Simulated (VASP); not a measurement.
# CoO (R3m) in VASP: settings compared

The runs below take CoO through single point, relaxation of cell and atoms, with r2SCAN, LDA.

Program: VASP 6.6.1. These are calculated values, not measurements. Logs are shortened: lines on timing, memory, paths and dates and some standing lists are left out, and cuts for length are marked.

## (1) The cell of the first run

Symmetry: R3m, No. 160, trigonal system. The conventional cell has a = 3.267 Å, b = 3.267 Å, c = 7.850 Å, α = 90.00°, β = 90.00°, γ = 120.00°. Within 2.6 Å of Co (site symmetry 3m) lie 4 O at 1.95 to 2.00 Å. Within 2.6 Å of O (site symmetry 3m) lie 4 Co at 1.95 to 2.00 Å.

## (2) Single point, r2SCAN, collinear spin, ferromagnetic start

POSCAR

```
CoO
1.0
    1.6336438949      0.9431847425      2.6168066281
   -1.6336438949      0.9431847425      2.6168066281
    0.0000000000     -1.8863694850      2.6168066281
Co O
1 1
Direct
    0.9989783200      0.9989783200      0.9989783200
    0.7510210300      0.7510210300      0.7510210300
```

INCAR.step1

```
ALGO = Normal ; EDIFF = 1E-4
ENCUT = 520 ; GGA = PE
ISMEAR = -1 ; ISPIN = 2
LASPH = True ; LCHARG = False
LMAXMIX = 4 ; LREAL = False
LWAVE = True ; MAGMOM = 2 0
NBANDS = 18 ; NELM = 150
PREC = Accurate ; SIGMA = 0.05
```

INCAR.step2

```
ALGO = Normal ; EDIFF = 1E-6
ENCUT = 520 ; ISIF = 2
ISMEAR = -1 ; ISPIN = 2
ISTART = 1 ; LASPH = True
LCHARG = False ; LMAXMIX = 4
LMIXTAU = True ; LORBIT = 11
LREAL = False ; LWAVE = False
MAGMOM = 2 0 ; METAGGA = R2SCAN
NBANDS = 18 ; NELM = 150
PREC = Accurate ; SIGMA = 0.05
```

KPOINTS

```
k-points
0
Gamma
  10 10 10
```

Potentials or basis: VASP PAW PBE potentials, release 64 (Co, O).

Command:

```
$ cat potpaw_PBE.64/Co/POTCAR potpaw_PBE.64/O/POTCAR > POTCAR
$ cp INCAR.step1 INCAR
$ mpirun -np 1 vasp_std > vasp.out
$ cp INCAR.step2 INCAR
$ mpirun -np 1 vasp_std > vasp.out
```

OUTCAR:

```text
EDIFF = 1E-6
   ENCUT = 520
   ISIF = 2
   ISMEAR = -1
   ISPIN = 2
   ISTART = 1
   LASPH = True
   LORBIT = 11
   LREAL = False
   METAGGA = R2SCAN
   NELM = 150
   PREC = Accurate

 ion  position               nearest neighbor table
   1  0.999  0.999  0.999-   2 1.95   2 2.00   2 2.00   2 2.00
   2  0.751  0.751  0.751-   1 1.95   1 2.00   1 2.00   1 2.00

  LATTYP: Found a trigonal (rhomboedric) cell.
 ALAT       =     3.2258435738
 COS(alpha) =     0.4870699110

  Lattice vectors:

 A1 = (   1.6336438949,   0.9431847425,   2.6168066281)
 A2 = (  -1.6336438949,   0.9431847425,   2.6168066281)
 A3 = (   0.0000000000,  -1.8863694850,   2.6168066281)

Analysis of symmetry for initial positions (statically):
=====================================================================
 Subroutine PRICEL returns:
 Original cell was already a primitive cell.

 Routine SETGRP: Setting up the symmetry group for a
 trigonal (rhombohedral) supercell.

 Subroutine GETGRP returns: Found  6 space group operations
 (whereof  6 operations were pure point group operations)
 out of a pool of 12 trial point group operations.

The static configuration has the point symmetry C_3v.

Analysis of symmetry for dynamics (positions and initial velocities):
=====================================================================
 Subroutine PRICEL returns:
 Original cell was already a primitive cell.

 Routine SETGRP: Setting up the symmetry group for a
 trigonal (rhombohedral) supercell.

 Subroutine GETGRP returns: Found  6 space group operations
 (whereof  6 operations were pure point group operations)
 out of a pool of 12 trial point group operations.

The dynamic configuration has the point symmetry C_3v.

Analysis of structural, dynamic, and magnetic symmetry:
=====================================================================
 Subroutine PRICEL returns:
 Original cell was already a primitive cell.

 Routine SETGRP: Setting up the symmetry group for a
 trigonal (rhombohedral) supercell.

 Subroutine GETGRP returns: Found  6 space group operations
 (whereof  6 operations were pure point group operations)
 out of a pool of 12 trial point group operations.

The overall configuration has the point symmetry C_3v.

 Subroutine INISYM returns: Found  6 space group operations
 (whereof  6 operations are pure point group operations),
 and found     1 'primitive' translations

----------------------------------------------------------------------------------------

                                     Primitive cell

  volume of cell :      24.1923

  direct lattice vectors                    reciprocal lattice vectors
     1.633643895  0.943184742  2.616806628     0.306064254  0.176706279  0.127381722
    -1.633643895  0.943184742  2.616806628    -0.306064254  0.176706279  0.127381722
     0.000000000 -1.886369485  2.616806628     0.000000000 -0.353412559  0.127381722

  length of vectors
     3.225843574  3.225843574  3.225843574     0.375668124  0.375668124  0.375668124

  position of ions in fractional coordinates (direct lattice)
     0.998978320  0.998978320  0.998978320
     0.751021030  0.751021030  0.751021030

  ion indices of the primitive-cell ions
   primitive index   ion index
                 1           1
                 2           2

----------------------------------------------------------------------------------------

 KPOINTS: k-points

Automatic generation of k-mesh.
 Grid dimensions read from file:
 generate k-points for:   10   10   10

 Generating k-lattice:

  Cartesian coordinates                     Fractional coordinates (reciprocal lattice)
     0.030606425  0.017670628  0.012738172     0.100000000  0.000000000  0.000000000
    -0.030606425  0.017670628  0.012738172     0.000000000  0.100000000  0.000000000
     0.000000000 -0.035341256  0.012738172     0.000000000  0.000000000  0.100000000

  Length of vectors
     0.037566812  0.037566812  0.037566812

  Shift w.r.t. Gamma in fractional coordinates (k-lattice)
     0.000000000  0.000000000  0.000000000

 Subroutine IBZKPT returns following result:
 ===========================================

 Found    116 irreducible k-points:

 Following reciprocal coordinates:
            Coordinates               Weight
  0.000000  0.000000  0.000000      1.000000
  0.100000  0.000000 -0.000000      6.000000
  0.200000  0.000000 -0.000000      6.000000
  0.300000  0.000000 -0.000000      6.000000
  0.400000  0.000000 -0.000000      6.000000
  0.500000  0.000000 -0.000000      3.000000
[... 16 lines left out ...]
  0.300000  0.300000 -0.000000      6.000000
  0.400000  0.300000 -0.000000     12.000000
 [... further k-points ...]
   k-points           NKPTS =    116   k-points in BZ     NKDIM =    116   number of bands    NBANDS=     18
   number of dos      NEDOS =    301   number of ions     NIONS =      2
   total plane-waves  NPLWV =  13824
   dimension x,y,z NGX =    24 NGY =   24 NGZ =   24
   dimension x,y,z NGXF=    48 NGYF=   48 NGZF=   48
   ions per type =               1   1
   NGX,Y,Z   is equivalent  to a cutoff of  12.37, 12.37, 12.37 a.u.
   NGXF,Y,Z  is equivalent  to a cutoff of  24.74, 24.74, 24.74 a.u.
 SYSTEM =  unknown system
   PREC   = accura    normal or accurate (medium, high low for compatibility)
   ISTART =      1    job   : 0-new  1-cont  2-samecut
   ICHARG =      0    charge: 1-file 2-atom 10-const
   ISPIN  =      2    spin polarized calculation?
   LNONCOLLINEAR =      F non collinear calculations
   LSORBIT =      F    spin-orbit coupling
   LASPH  =      T    aspherical Exc in radial PAW
   ENCUT  =  520.0 eV  38.22 Ry    6.18 a.u.   6.00  6.00  6.00*2*pi/ulx,y,z
   NELM   =    150;   NELMIN=  2; NELMDL=  0     # of ELM steps
   EDIFF  = 0.1E-05   stopping-criterion for ELM
   LREAL  =      F    real-space projection
   EDIFFG = 0.1E-04   stopping-criterion for IOM
   NSW    =      0    number of steps for IOM
   IBRION =     -1    ionic relax: 0-MD 1-quasi-New 2-CG
   NFREE  =      0    steps in history (QN), initial steepest desc. (CG)
   ISIF   =      2    stress and relaxation
   ISYM   =      2    0-nonsym 1-usesym 2-fastsym
   POTIM  = 0.5000    time-step for ionic-motion
   TEBEG  =    0.0;   TEEND  =   0.0 temperature during run
   PSTRESS=    0.0 pullay stress
   NELECT =      15.0000    total number of electrons
   NUPDOWN=      -1.0000    fix difference up-down
   EMIN   =  10.00;   EMAX   =-10.00  energy-range for DOS
   EFERMI =   0.00;   METHOD = LEGACY
   ISMEAR =    -1;   SIGMA  =   0.05  broadening in eV -4-tet -1-fermi 0-gaus
   EFERMI_NEDOS =   21; number of points for ismear=-14 and -15
   IALGO  =     38    algorithm
   IMIX   =      4    mixing-type and parameters
     AMIX     =   0.40;   BMIX     =  1.00
     AMIX_MAG =   1.60;   BMIX_MAG =  1.00
  volume/ion in A,a.u.               =      12.10        81.63
  Fermi-wavevector in a.u.,A,eV,Ry     =   1.395981  2.638022 26.514537  1.948764
  Thomas-Fermi vector in A             =   2.519380
   LORBIT       =     11    0 simple, 1 ext, 2 COOP (PROOUT), +10 PAW based schemes
   METAGGA = R2SCAN    functional components
   LHFCALC =     F    Hartree Fock is set to
   AEXX    =    0.0000 exact exchange contribution
   IVDW    =     0    specifies the selected vdW correction
   LEPSILON=     F    determine dielectric tensor
   LRPA    =     F    only Hartree local field effects (RPA)
 spin polarized calculation
  energy-cutoff  :      520.00
  volume of cell :       24.19
 maximum number of plane-waves:       664
   NGX = 11   NGY = 11   NGZ = 11

 number of electron      14.9999998 magnetization       2.9998710

 Free energy of the ion-electron system (eV)
  ---------------------------------------------------
  ext. energy  EPLUGINS =         0.00000000
  ---------------------------------------------------
  free energy    TOTEN  =       -21.35053328 eV

  energy without entropy =      -21.35029256  energy(sigma->0) =      -21.35041292

 E-fermi :   5.3245     XC(G=0): -11.5044

 val. band max:        5.1206263388   @ k =   0.0000   0.0000   0.0000
 cond. band min:       5.4982459749   @ k =   0.0000   0.0000   0.0000
 fundamental gap:      0.3776196360
 Fermi energy:         5.3244967449

 spin component 1

 k-point     1 :       0.0000    0.0000    0.0000
  band No.  band energies     occupation
      1     -15.2999      1.00000
      2      -1.0275      1.00000
      3      -0.9595      1.00000
      4      -0.9595      1.00000
      5       2.8170      1.00000
      6       2.8170      1.00000
[... 10 lines left out ...]
     17      25.6753      0.00000
     18      28.0267      0.00000

 k-point     2 :       0.1000    0.0000   -0.0000
  band No.  band energies     occupation
      1     -15.2506      1.00000
      2      -1.0792      1.00000
      3      -0.9722      1.00000
      4      -0.9210      1.00000
      5       2.7894      1.00000
      6       2.7926      1.00000
[... 10 lines left out ...]
     17      27.4604      0.00000
     18      29.0550      0.00000

 k-point     3 :       0.2000    0.0000   -0.0000
  band No.  band energies     occupation
      1     -15.1201      1.00000
      2      -1.2896      1.00000
      3      -0.8678      1.00000
      4      -0.8213      1.00000
      5       2.7331      1.00000
      6       2.7432      1.00000
[... 412 lines left out ...]
 k-point    23 :       0.3000    0.3000   -0.0000
  band No.  band energies     occupation
      1     -14.8407      1.00000
      2      -1.6174      1.00000
      3      -0.4687      1.00000
      4      -0.4013      1.00000
      5       1.9971      1.00000
      6       2.9943      1.00000
[... 10 lines left out ...]
     17      31.7416      0.00000
     18      31.9205      0.00000

 k-point    24 :       0.4000    0.3000   -0.0000
  band No.  band energies     occupation
      1     -14.7361      1.00000
      2      -1.5869      1.00000
      3      -0.3201      1.00000
      4      -0.2696      1.00000
      5       1.8697      1.00000
      6       2.9522      1.00000
[... 10 lines left out ...]
     17      31.7592      0.00000
     18      33.8463      0.00000

 [... further k-points ...]

 spin component 2

 k-point     1 :       0.0000    0.0000    0.0000
  band No.  band energies     occupation
      1     -14.7320      1.00000
      2       0.8064      1.00000
      3       0.8757      1.00000
      4       0.8757      1.00000
      5       4.4625      1.00000
      6       4.4625      1.00000
[... 10 lines left out ...]
     17      26.6450      0.00000
     18      28.5227      0.00000

 k-point     2 :       0.1000    0.0000   -0.0000
  band No.  band energies     occupation
      1     -14.6788      1.00000
      2       0.6067      1.00000
      3       0.8349      1.00000
      4       0.8883      1.00000
      5       4.4659      1.00000
      6       4.4677      1.00000
[... 10 lines left out ...]
     17      28.2386      0.00000
     18      29.7138      0.00000

 k-point     3 :       0.2000    0.0000   -0.0000
  band No.  band energies     occupation
      1     -14.5374      1.00000
      2       0.0706      1.00000
      3       0.8715      1.00000
      4       0.9142      1.00000
      5       4.4972      1.00000
      6       4.5048      1.00000
[... 412 lines left out ...]
 k-point    23 :       0.3000    0.3000   -0.0000
  band No.  band energies     occupation
      1     -14.2325      1.00000
      2      -0.6163      1.00000
      3       1.0041      1.00000
      4       1.0330      1.00000
      5       4.3963      1.00000
      6       4.6791      1.00000
[... 10 lines left out ...]
     17      32.6580      0.00000
     18      32.8176      0.00000

 k-point    24 :       0.4000    0.3000   -0.0000
  band No.  band energies     occupation
      1     -14.1171      1.00000
      2      -0.7458      1.00000
      3       0.9799      1.00000
      4       1.0448      1.00000
      5       4.5349      1.00000
      6       4.7392      0.99999
[... 10 lines left out ...]
     17      32.5776      0.00000
     18      34.6996      0.00000

 [... further k-points ...]
[... 5 lines left out ...]
  --------------------------------------------------------------------------------------
  -------------------------------------------------------------------------------------
  Total       -0.9619629     -0.9619629     -0.1524065     -0.0000000      0.0000000      0.0000000
  in kB      -63.7076936    -63.7076936    -10.0933923     -0.0000000      0.0000000      0.0000000
  external PRESSURE =     -45.8362598 kB  Pullay stress =       0.0000000 kB

 VOLUME and BASIS-vectors are now :
 -----------------------------------------------------------------------------
  energy-cutoff  :      520.00
  volume of cell :       24.19
      direct lattice vectors                 reciprocal lattice vectors
     1.633643895  0.943184742  2.616806628     0.306064254  0.176706279  0.127381722
    -1.633643895  0.943184742  2.616806628    -0.306064254  0.176706279  0.127381722
     0.000000000 -1.886369485  2.616806628     0.000000000 -0.353412559  0.127381722

 POSITION                                       TOTAL-FORCE (eV/Angst)
 -----------------------------------------------------------------------------------
      0.00000      0.00000      7.84240         0.000000      0.000000      0.289099
      0.00000      0.00000      5.89583         0.000000     -0.000000     -0.289099
 -----------------------------------------------------------------------------------
    total drift:                               -0.000000      0.000000      0.014097

  FREE ENERGIE OF THE ION-ELECTRON SYSTEM (eV)
  ---------------------------------------------------
  free  energy   TOTEN  =       -21.3505332845 eV

  energy  without entropy=      -21.3502925605  energy(sigma->0) =      -21.35041292

 total charge

# of ion       s       p       d       tot
------------------------------------------
    1        0.340   0.421   7.122   7.883
    2        1.552   3.476   0.000   5.028
--------------------------------------------------
tot          1.892   3.897   7.122  12.910

 magnetization (x)

# of ion       s       p       d       tot
------------------------------------------
    1        0.024   0.056   2.557   2.636
    2        0.020   0.243   0.000   0.264
--------------------------------------------------
tot          0.044   0.299   2.557   2.900
```

Run time: 4 min. Hardware: 1 thread of Intel Xeon Platinum 8259CL at 2.50GHz (Skylake/Cascade Lake), shared host; peak memory 0.21 GiB.

What came out:

```yaml
Free_energy: -21.3505 eV
Pressure: -4.6 GPa
Largest_force: 0.289 eV/Å
Band_gap_on_the_k_mesh: 0.38 eV, direct
Net_moment: 3.00 μB per cell
Site_moments: Co +2.64; O +0.26 μB
Valence_electrons_inside_the_program's_atomic_spheres: Co 7.88; O 5.03
```

Forces in eV/Å, atoms in the order of the input:
```
Co   0.000  0.000  0.289
O    0.000  0.000 -0.289
```

Caveat: the PAW data sets were made with another functional, which shifts forces and pressure a little; a cell with one magnetic atom can't hold antiferromagnetic order, which such compounds often take. A k mesh can miss the band edges.

## (3) Relaxation of cell and atoms, LDA, collinear spin, ferromagnetic start

This run uses another cell than the first one, of 11.41 Å³/atom, 0.943 times its volume.

INCAR

```
SYSTEM = CoO
ALGO = Normal
EDIFF = 1E-6
EDIFFG = -0.01
ENCUT = 600
IBRION = 2
ISIF = 3
ISMEAR = -1
ISPIN = 2
LASPH = .True.
LCHARG = .False.
LMAXMIX = 4
LORBIT = 11
LREAL = .False.
LWAVE = .False.
MAGMOM = 2 0
NELM = 150
NSW = 60
PREC = Accurate
SIGMA = 0.05
```

KPOINTS

```
k-points
0
Gamma
  10 10 10
  0 0 0
```

POSCAR

```
CoO
1.0
    1.6022198417      0.9250420569      2.5664708903
   -1.6022198417      0.9250420569      2.5664708903
    0.0000000000     -1.8500841138      2.5664708903
Co O
1 1
Direct
    0.9989783200      0.9989783200      0.9989783200
    0.7510210300      0.7510210300      0.7510210300
```

Potentials or basis: VASP PAW LDA potentials, release 64 (Co, O).

Command:

```
$ cat potpaw_LDA.64/Co/POTCAR potpaw_LDA.64/O/POTCAR > POTCAR
$ mpirun -np 1 vasp_std > vasp.out
```

Wall time 10 min (1 thread of Intel Xeon Platinum 8259CL at 2.50GHz (Skylake/Cascade Lake), shared host); peak memory 0.21 GiB.

The run converged. Its results:

```
Free energy                                           : -15.2177 eV
Relaxed volume                                        : 9.83 Å³/atom
Relaxed cell                                          : a = 3.026 Å, b = 3.026 Å, c = 3.026 Å, α = 60.17°, β = 60.17°, γ = 60.17°
Space group after relaxing (to 0.05 Å)                : F-43m (No. 216)
Energy gained by relaxing                             : 123.4 meV/atom
Ionic steps                                           : 10
Pressure after relaxing                               : 0.0 GPa
Largest force after relaxing                          : 0.007 eV/Å
Net moment                                            : 1.57 μB per cell
Site moments                                          : Co +1.38; O +0.15 μB
Valence electrons inside the program's atomic spheres : Co 8.39; O 5.00
```

Forces in eV/Å, atoms in the order of the input:
```
Co   0.000  0.000 -0.007
O    0.000  0.000  0.007
```

Stress tensor (GPa, compression positive):
```
-0.06  0.00  0.00
 0.00 -0.06  0.00
 0.00  0.00  0.12
```

The path:
| step | energy change (eV) | largest force (eV/Å) | pressure (GPa) | volume (Å³) |
| --- | --- | --- | --- | --- |
| 1 | 0.0000 | 0.1950 | -17.80 | 22.82 |
| 2 | -0.2248 | 0.0236 | 9.27 | 18.89 |
| 3 | -0.2460 | 0.0940 | 1.03 | 19.56 |
| 4 | -0.2462 | 0.1049 | -0.28 | 19.68 |
| 5 | -0.2462 | 0.0997 | 0.29 | 19.62 |
| 6 | -0.2465 | 0.0763 | 0.15 | 19.64 |
| 7 | -0.2467 | 0.0107 | 0.20 | 19.63 |
| 8 | -0.2467 | 0.0072 | 0.26 | 19.63 |
| 9 | -0.2468 | 0.0062 | -0.13 | 19.67 |
| 10 | -0.2468 | 0.0070 | 0.00 | 19.66 |

Final structure:
```
Co O
1.0
     1.51659    0.87560    2.46730
    -1.51659    0.87560    2.46730
     0.00000   -1.75121    2.46730
Co O
1 1
Direct
  0.00030 0.00030 0.00030
  0.74970 0.74970 0.74970
```

Levels at points of the mesh, in eV from the Fermi level:
Spin up:
| k point | band 6 | band 7 | band 8 | band 9 | band 10 | band 11 | band 12 |
| --- | --- | --- | --- | --- | --- | --- | --- |
| (0.00, 0.00, 0.00) | -2.05 | 0.46 | 1.04 | 1.04 | 1.04 | 15.18 | 15.18 |
| (0.50, 0.00, 0.00) | -1.90 | -1.88 | -0.02 | 0.00 | 6.32 | 7.63 | 14.70 |
| (0.50, 0.50, 0.00) | -1.60 | -1.27 | -1.26 | -1.25 | 5.87 | 10.83 | 12.26 |
| (0.50, 0.50, 0.50) | -1.89 | -1.89 | 0.00 | 0.00 | 6.31 | 7.67 | 14.63 |
Spin down:
```tsv
k point	band 4	band 5	band 6	band 7	band 8	band 9	band 10	band 11
(0.00, 0.00, 0.00)	-6.51	-1.02	-1.02	0.69	2.22	2.23	2.23	15.43
(0.50, 0.00, 0.00)	-6.19	-0.80	-0.78	-0.70	1.13	1.16	6.55	8.04
(0.50, 0.50, 0.00)	-5.76	-1.98	-0.52	-0.35	0.11	0.12	6.47	11.11
(0.50, 0.50, 0.50)	-6.21	-0.79	-0.79	-0.69	1.16	1.16	6.53	8.08
```

Caveat: a cell with one magnetic atom can't hold antiferromagnetic order, which such compounds often take; semilocal functionals often make such compounds metallic where correlation or magnetic order opens a gap, which also shifts bond lengths. With open d or f shells a metallic result of LDA can be an artefact of self-interaction; +U or a hybrid may open a gap.
